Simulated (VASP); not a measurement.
# Ga (Cmce) in VASP: a series of runs

Runs on Ga. Level: PBEsol. Tasks: single point.

Program: VASP 6.6.1. These are calculated values, not measurements. Logs are shortened: lines on timing, memory, paths and dates and some standing lists are left out, and cuts for length are marked.

## Step 1: The cell of the first run

It takes space group Cmce (No. 64, orthorhombic). Conventional cell: a = 4.432 Å, b = 7.598 Å, c = 4.556 Å, α = 90.00°, β = 90.00°, γ = 90.00°. Within 3.3 Å of Ga (site symmetry m) lie 7 Ga at 2.49 to 2.75 Å.

## Step 2: Single point, PBEsol

Contents of INCAR:

```
SYSTEM = Ga
  PREC = Accurate
  ENCUT = 520
  EDIFF = 1E-6
  ISMEAR = 0
  SIGMA = 0.1
  LREAL = .FALSE.
  LASPH = .TRUE.
  NELM = 100
  ALGO = Normal
  ISIF = 2
  LWAVE = .FALSE.
  LCHARG = .TRUE.
  GGA = PS
  LELF = .TRUE.
  LVHAR = .TRUE.
  NBANDS = 34
```

Contents of KPOINTS:

```
Automatic mesh
0
G
  6 6 4
  0 0 0
```

Contents of POSCAR:

```
Ga
1.0
    2.2160233300     -3.7989918400      0.0000000000
    2.2160233300      3.7989918400      0.0000000000
    0.0000000000      0.0000000000      4.5555035300
Ga
4
Direct
    0.6556957200      0.3443042800      0.4154013900
    0.8443042800      0.1556957200      0.9154013900
    0.3443042800      0.6556957200      0.5845986100
    0.1556957200      0.8443042800      0.0845986100
```

Potentials or basis: VASP PAW PBE potentials, release 64 (Ga_d).

Run with:

```
cat potpaw_PBE.64/Ga_d/POTCAR > POTCAR
mpirun -np 1 vasp_std > vasp.out
```

OUTCAR:

```text
SYSTEM = Ga
   PREC = Accurate
   ENCUT = 520
   EDIFF = 1E-6
   ISMEAR = 0
   LREAL = .FALSE.
   LASPH = .TRUE.
   NELM = 100
   ISIF = 2
   GGA = PS

 ion  position               nearest neighbor table
   1  0.656  0.344  0.415-   3 2.49   4 2.68   4 2.68   2 2.69   2 2.69   3 2.75   3 2.75
   2  0.844  0.156  0.915-   4 2.49   3 2.68   3 2.68   1 2.69   1 2.69   4 2.75   4 2.75
   3  0.344  0.656  0.585-   1 2.49   2 2.68   2 2.68   4 2.69   4 2.69   1 2.75   1 2.75
   4  0.156  0.844  0.085-   2 2.49   1 2.68   1 2.68   3 2.69   3 2.69   2 2.75   2 2.75

  LATTYP: Found a base centered orthorhombic cell.
 ALAT       =     4.4320466600
 B/A-ratio  =     1.7143284498
 C/A-ratio  =     1.0278554987

  Lattice vectors:

 A1 = (   2.2160233300,  -3.7989918400,   0.0000000000)
 A2 = (   2.2160233300,   3.7989918400,   0.0000000000)
 A3 = (   0.0000000000,   0.0000000000,   4.5555035300)

Analysis of symmetry for initial positions (statically):
=====================================================================
 Subroutine PRICEL returns:
 Original cell was already a primitive cell.

 Routine SETGRP: Setting up the symmetry group for a
 base centered orthorhombic supercell.

 Subroutine GETGRP returns: Found  8 space group operations
 (whereof  4 operations were pure point group operations)
 out of a pool of  8 trial point group operations.

The static configuration has the point symmetry C_2h.
 The point group associated with its full space group is D_2h.

Analysis of symmetry for dynamics (positions and initial velocities):
=====================================================================
 Subroutine PRICEL returns:
 Original cell was already a primitive cell.

 Routine SETGRP: Setting up the symmetry group for a
 base centered orthorhombic supercell.

 Subroutine GETGRP returns: Found  8 space group operations
 (whereof  4 operations were pure point group operations)
 out of a pool of  8 trial point group operations.

The dynamic configuration has the point symmetry C_2h.
 The point group associated with its full space group is D_2h.

 Subroutine INISYM returns: Found  8 space group operations
 (whereof  4 operations are pure point group operations),
 and found     1 'primitive' translations

----------------------------------------------------------------------------------------

                                     Primitive cell

  volume of cell :      76.7024

  direct lattice vectors                    reciprocal lattice vectors
     2.216023330 -3.798991840  0.000000000     0.225629394 -0.131613865  0.000000000
     2.216023330  3.798991840  0.000000000     0.225629394  0.131613865  0.000000000
     0.000000000  0.000000000  4.555503530     0.000000000  0.000000000  0.219514702

  length of vectors
     4.398078944  4.398078944  4.555503530     0.261210323  0.261210323  0.219514702

  position of ions in fractional coordinates (direct lattice)
     0.655695720  0.344304280  0.415401390
     0.844304280  0.155695720  0.915401390
     0.344304280  0.655695720  0.584598610
     0.155695720  0.844304280  0.084598610

  ion indices of the primitive-cell ions
   primitive index   ion index
                 1           1
                 2           2
                 3           3
                 4           4

----------------------------------------------------------------------------------------

 KPOINTS: Automatic mesh

Automatic generation of k-mesh.
 Grid dimensions read from file:
 generate k-points for:    6    6    4

 Generating k-lattice:

  Cartesian coordinates                     Fractional coordinates (reciprocal lattice)
     0.037604899 -0.021935644  0.000000000     0.166666667  0.000000000  0.000000000
     0.037604899  0.021935644  0.000000000     0.000000000  0.166666667  0.000000000
     0.000000000  0.000000000  0.054878676     0.000000000  0.000000000  0.250000000

  Length of vectors
     0.043535054  0.043535054  0.054878676

  Shift w.r.t. Gamma in fractional coordinates (k-lattice)
     0.000000000  0.000000000  0.000000000

 Subroutine IBZKPT returns following result:
 ===========================================

 Found     39 irreducible k-points:

 Following reciprocal coordinates:
            Coordinates               Weight
  0.000000  0.000000  0.000000      1.000000
  0.166667  0.000000  0.000000      4.000000
  0.333333  0.000000  0.000000      4.000000
  0.500000  0.000000  0.000000      2.000000
  0.166667  0.166667  0.000000      2.000000
  0.333333  0.166667  0.000000      4.000000
[... 16 lines left out ...]
  0.333333  0.333333  0.250000      4.000000
  0.500000  0.333333  0.250000      8.000000
 [... further k-points ...]
   k-points           NKPTS =     39   k-points in BZ     NKDIM =     39   number of bands    NBANDS=     34
   number of dos      NEDOS =    301   number of ions     NIONS =      4
   total plane-waves  NPLWV =  46656
   dimension x,y,z NGX =    36 NGY =   36 NGZ =   36
   dimension x,y,z NGXF=    72 NGYF=   72 NGZF=   72
   ions per type =               4
   NGX,Y,Z   is equivalent  to a cutoff of  13.61, 13.61, 13.14 a.u.
   NGXF,Y,Z  is equivalent  to a cutoff of  27.22, 27.22, 26.28 a.u.
 SYSTEM =  Ga
   PREC   = accura    normal or accurate (medium, high low for compatibility)
   ISTART =      0    job   : 0-new  1-cont  2-samecut
   ICHARG =      2    charge: 1-file 2-atom 10-const
   ISPIN  =      1    spin polarized calculation?
   LNONCOLLINEAR =      F non collinear calculations
   LSORBIT =      F    spin-orbit coupling
   LASPH  =      T    aspherical Exc in radial PAW
   ENCUT  =  520.0 eV  38.22 Ry    6.18 a.u.   8.18  8.18  8.47*2*pi/ulx,y,z
   NELM   =    100;   NELMIN=  2; NELMDL= -5     # of ELM steps
   EDIFF  = 0.1E-05   stopping-criterion for ELM
   LREAL  =      F    real-space projection
   EDIFFG = 0.1E-04   stopping-criterion for IOM
   NSW    =      0    number of steps for IOM
   IBRION =     -1    ionic relax: 0-MD 1-quasi-New 2-CG
   NFREE  =      0    steps in history (QN), initial steepest desc. (CG)
   ISIF   =      2    stress and relaxation
   ISYM   =      2    0-nonsym 1-usesym 2-fastsym
   POTIM  = 0.5000    time-step for ionic-motion
   TEBEG  =    0.0;   TEEND  =   0.0 temperature during run
   PSTRESS=    0.0 pullay stress
   NELECT =      52.0000    total number of electrons
   NUPDOWN=      -1.0000    fix difference up-down
   EMIN   =  10.00;   EMAX   =-10.00  energy-range for DOS
   EFERMI =   0.00;   METHOD = LEGACY
   ISMEAR =     0;   SIGMA  =   0.10  broadening in eV -4-tet -1-fermi 0-gaus
   EFERMI_NEDOS =   21; number of points for ismear=-14 and -15
   IALGO  =     38    algorithm
   IMIX   =      4    mixing-type and parameters
     AMIX     =   0.40;   BMIX     =  1.00
     AMIX_MAG =   1.60;   BMIX_MAG =  1.00
  volume/ion in A,a.u.               =      19.18       129.40
  Fermi-wavevector in a.u.,A,eV,Ry     =   1.438157  2.717722 28.140864  2.068295
  Thomas-Fermi vector in A             =   2.557155
   LORBIT       =      0    0 simple, 1 ext, 2 COOP (PROOUT), +10 PAW based schemes
   GGA     = PS    functional components
   LHFCALC =     F    Hartree Fock is set to
   AEXX    =    0.0000 exact exchange contribution
   IVDW    =     0    specifies the selected vdW correction
   LEPSILON=     F    determine dielectric tensor
   LRPA    =     F    only Hartree local field effects (RPA)
 non-spin polarized calculation
 Gauss-broadening in eV      SIGMA  =   0.10
  energy-cutoff  :      520.00
  volume of cell :       76.70
 maximum number of plane-waves:      2087
 NGX is ok and might be reduce to    36
   NGX = 17   NGY = 17   NGZ = 17

 number of electron      52.0000028 magnetization

 Free energy of the ion-electron system (eV)
  ---------------------------------------------------
  ext. energy  EPLUGINS =         0.00000000
  ---------------------------------------------------
  free energy    TOTEN  =       -13.46362550 eV

  energy without entropy =      -13.46062891  energy(sigma->0) =      -13.46212721

 E-fermi :   5.0844     XC(G=0): -10.9080

 val. band max:        5.0537485655   @ k =  -0.3333   0.1667   0.0000
 cond. band min:       5.0988246000   @ k =   0.0000   0.0000   0.5000
 fundamental gap:      0.0450760345
 Fermi energy:         5.0843869901

 k-point     1 :       0.0000    0.0000    0.0000
  band No.  band energies     occupation
      1     -10.0734      2.00000
      2     -10.0576      2.00000
      3     -10.0197      2.00000
      4     -10.0086      2.00000
      5     -10.0004      2.00000
      6      -9.9663      2.00000
[... 26 lines left out ...]
     33      11.7940      0.00000
     34      12.5475      0.00000

 k-point     2 :       0.1667    0.0000    0.0000
  band No.  band energies     occupation
      1     -10.0769      2.00000
      2     -10.0456      2.00000
      3     -10.0306      2.00000
      4     -10.0182      2.00000
      5      -9.9780      2.00000
      6      -9.9573      2.00000
[... 26 lines left out ...]
     33      11.5694      0.00000
     34      12.3257      0.00000

 k-point     3 :       0.3333    0.0000    0.0000
  band No.  band energies     occupation
      1     -10.0728      2.00000
      2     -10.0425      2.00000
      3     -10.0422      2.00000
      4     -10.0090      2.00000
      5      -9.9714      2.00000
      6      -9.9712      2.00000
[... 26 lines left out ...]
     33      10.9155      0.00000
     34      12.3393      0.00000

 k-point     4 :       0.5000    0.0000    0.0000
  band No.  band energies     occupation
      1     -10.0631      2.00000
      2     -10.0631      2.00000
      3     -10.0164      2.00000
      4     -10.0164      2.00000
      5      -9.9798      2.00000
      6      -9.9798      2.00000
[... 26 lines left out ...]
     33      12.6961      0.00000
     34      12.6961      0.00000

 k-point     5 :       0.1667    0.1667    0.0000
  band No.  band energies     occupation
      1     -10.0713      2.00000
      2     -10.0602      2.00000
      3     -10.0242      2.00000
      4     -10.0230      2.00000
      5      -9.9801      2.00000
      6      -9.9424      2.00000
[... 621 lines left out ...]
 k-point    22 :      -0.1667    0.1667    0.2500
  band No.  band energies     occupation
      1     -10.0635      2.00000
      2     -10.0532      2.00000
      3     -10.0422      2.00000
      4     -10.0215      2.00000
      5      -9.9874      2.00000
      6      -9.9768      2.00000
[... 26 lines left out ...]
     33      11.6694      0.00000
     34      12.1475      0.00000

 k-point    23 :       0.3333    0.3333    0.2500
  band No.  band energies     occupation
      1     -10.1154      2.00000
      2     -10.0641      2.00000
      3     -10.0470      2.00000
      4      -9.9965      2.00000
      5      -9.9796      2.00000
      6      -9.9468      2.00000
[... 26 lines left out ...]
     33      12.7610      0.00000
     34      13.0286      0.00000

 k-point    24 :       0.5000    0.3333    0.2500
  band No.  band energies     occupation
      1     -10.1116      2.00000
      2     -10.0645      2.00000
      3     -10.0381      2.00000
      4     -10.0113      2.00000
      5      -9.9928      2.00000
      6      -9.9730      2.00000
[... 26 lines left out ...]
     33      12.8714      0.00000
     34      13.8351      0.00000

 [... further k-points ...]
[... 5 lines left out ...]
  --------------------------------------------------------------------------------------
  -------------------------------------------------------------------------------------
  Total        0.1171276     -0.1965713     -0.5367134      0.0000000      0.0000000      0.0000000
  in kB        2.4465882     -4.1060253    -11.2109886      0.0000000      0.0000000      0.0000000
  external PRESSURE =      -4.2901419 kB  Pullay stress =       0.0000000 kB

 VOLUME and BASIS-vectors are now :
 -----------------------------------------------------------------------------
  energy-cutoff  :      520.00
  volume of cell :       76.70
      direct lattice vectors                 reciprocal lattice vectors
     2.216023330 -3.798991840  0.000000000     0.225629394 -0.131613865  0.000000000
     2.216023330  3.798991840  0.000000000     0.225629394  0.131613865  0.000000000
     0.000000000  0.000000000  4.555503530     0.000000000  0.000000000  0.219514702

 POSITION                                       TOTAL-FORCE (eV/Angst)
 -----------------------------------------------------------------------------------
      2.21602     -1.18297      1.89236         0.000000     -0.020230      0.000340
      2.21602     -2.61602      4.17011         0.000000      0.020230      0.000340
      2.21602      1.18297      2.66314         0.000000      0.020230     -0.000340
      2.21602      2.61602      0.38539         0.000000     -0.020230     -0.000340
 -----------------------------------------------------------------------------------
    total drift:                                0.000000     -0.000000      0.000000

  FREE ENERGIE OF THE ION-ELECTRON SYSTEM (eV)
  ---------------------------------------------------
  free  energy   TOTEN  =       -13.4636255038 eV

  energy  without entropy=      -13.4606289104  energy(sigma->0) =      -13.46212721
```

Run time: 3.4 min. Hardware: 1 thread of AMD EPYC 7R43 (Zen 3), shared host; peak memory 0.19 GiB.

Results:

* Free energy: -13.4636 eV
* Pressure: -0.4 GPa
* Largest force: 0.020 eV/Å
* Band gap on the k mesh: zero (band 26 reaches 5.33 eV, above the bottom of band 27 at 4.29 eV)

Forces in eV/Å, atoms in the order of the input:
```
Ga   0.000 -0.020  0.000
Ga   0.000  0.020  0.000
Ga   0.000  0.020  0.000
Ga   0.000 -0.020  0.000
```

Stress tensor (GPa, compression positive):
```
 0.24  0.00  0.00
 0.00 -0.41  0.00
 0.00  0.00 -1.12
```

Levels at points of the mesh, in eV from the Fermi level:
| k point | band 22 | band 23 | band 24 | band 25 | band 26 | band 27 | band 28 | band 29 | band 30 | band 31 |
| --- | --- | --- | --- | --- | --- | --- | --- | --- | --- | --- |
| (0.00, 0.00, 0.00) | -4.39 | -3.97 | -1.68 | -1.46 | -0.76 | 0.97 | 1.00 | 1.13 | 5.22 | 5.37 |
| (0.50, 0.00, 0.00) | -8.68 | -3.48 | -3.48 | -1.54 | -1.54 | 0.60 | 0.60 | 4.13 | 4.13 | 5.27 |
| (0.50, 0.50, 0.00) | -7.38 | -3.99 | -3.26 | -1.97 | -1.72 | 1.00 | 1.02 | 3.48 | 3.76 | 4.24 |
| (0.00, 0.00, 0.50) | -9.39 | 0.01 | 0.01 | 0.05 | 0.05 | 0.14 | 0.14 | 2.00 | 2.00 | 4.01 |
| (0.50, 0.00, 0.50) | -7.25 | -6.37 | -6.37 | -1.57 | -1.57 | 0.50 | 0.50 | 7.34 | 7.34 | 7.61 |
| (0.50, 0.50, 0.50) | -7.72 | -5.44 | -5.44 | -1.27 | -1.27 | -0.80 | -0.80 | 6.44 | 6.44 | 8.08 |

Caveat: the PAW data sets were made with another functional, which shifts forces and pressure a little.

(Part 1 of 2 ends here.)
